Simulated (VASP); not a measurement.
A run of VASP 6.6.1 is set up as follows.

The input INCAR:

```
  ALGO = Normal
  EDIFF = 1E-6
  ENCUT = 520
  GGA = PS
  ISIF = 2
  ISMEAR = -1
  LASPH = True
  LCHARG = False
  LREAL = False
  LWAVE = False
  NBANDS = 16
  NELM = 100
  PREC = Accurate
  SIGMA = 0.3
```

Contents of KPOINTS:

```
k-points
0
Gamma
  11 11 4
```

The input POSCAR:

```
LiB2C2
1.0
    2.7146440000      0.0000000000      0.0000000000
   -1.3573220000      2.3509506662      0.0000000000
    0.0000000000      0.0000000000      7.1180530000
Li B C
1 2 2
Direct
    0.0000000000      0.0000000000      0.5000000000
    0.3333330000      0.6666670000      0.7498130000
    0.6666670000      0.3333330000      0.2501870000
    0.3333330000      0.6666670000      0.2582190000
    0.6666670000      0.3333330000      0.7417810000
```

Potentials or basis: VASP PAW PBE potentials, release 64 (Li_sv, B, C).

The run is started by

```console
$ cat potpaw_PBE.64/Li_sv/POTCAR potpaw_PBE.64/B/POTCAR potpaw_PBE.64/C/POTCAR > POTCAR
$ mpirun -np 1 vasp_std > vasp.out
```

(1) Estimate the largest force.

Results:

(1) 0.055 eV/Å.

Caveat: the PAW data sets were made with another functional, which shifts forces and pressure a little.
